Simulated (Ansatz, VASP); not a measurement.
# One calculation of BiPd, two programs

```xyz
4
Lattice="4.1454 0.0000 0.0000 -2.0727 3.5900 0.0000 0.0000 0.0000 5.6900" Properties=species:S:1:pos:R:3 pbc="T T T"
Bi    0.0000    2.3933    1.4225
Bi    2.0727    1.1967    4.2675
Pd    0.0000    0.0000    0.0000
Pd    0.0000    0.0000    2.8450
```

Change from the starting cell: equal xx and yy strain of -2 %.

Alike in both runs: task single point; functional PBEsol; k mesh 9 × 9 × 6; occupations fermi-dirac, width 0.03 eV; no spin polarisation.

```csv
,VASP,Ansatz
version,VASP 6.6.1,Ansatz 0.2.0
potentials or method,"VASP PAW PBE potentials, release 64 (Bi_d, Pd), cutoff 520 eV","all-electron LAPW, scalar-relativistic"
```

```csv
,VASP,Ansatz,Ansatz less VASP
pressure (GPa),5.0,5.0,-0.04
"traceless stress, the component that is largest in VASP (GPa)",-1.42,-1.40,+0.017
```

VASP's potentials were made for PBE, not for PBEsol. Ansatz ran all-electron here, and VASP with PAW potentials.

Spin-orbit coupling is off throughout.
